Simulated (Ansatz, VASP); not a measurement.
CdTe in VASP and in Ansatz

```xyz
2
Lattice="0.0000 3.2472 3.2472 3.2472 0.0000 3.2472 3.2472 3.2472 0.0000" Properties=species:S:1:pos:R:3 pbc="T T T"
Cd    0.0000    0.0000    0.0000
Te    1.6236    1.6236    1.6236
```

Change from the starting cell: hydrostatic strain -1.0%.

Alike in both runs: task single point; functional r2SCAN; k mesh 6 × 6 × 6; no spin polarisation.

|  | VASP | Ansatz |
| --- | --- | --- |
| version | VASP 6.6.1 | Ansatz 0.2.0 |
| potentials or method | VASP PAW PBE potentials, release 64 (Cd, Te) | plane waves, PAW |
| plane-wave cutoff (eV) | 520 | 500 |
| occupations | gaussian, width 0.01 eV | fixed |
| valence electrons in the cell | 18 | 36 |

|  | VASP | Ansatz | Ansatz less VASP |
| --- | --- | --- | --- |
| gap on the k mesh at the Fermi level (eV) | 1.25 | 1.26 | +0.007 |
| pressure (GPa) | 1.4 | 1.3 | -0.11 |

VASP's potentials were made for PBE, not for r2SCAN. VASP's potentials hold 18 valence electrons a cell and Ansatz's 36, so a difference there can come from the potentials and not from the codes.

Neither program's run includes spin-orbit coupling.
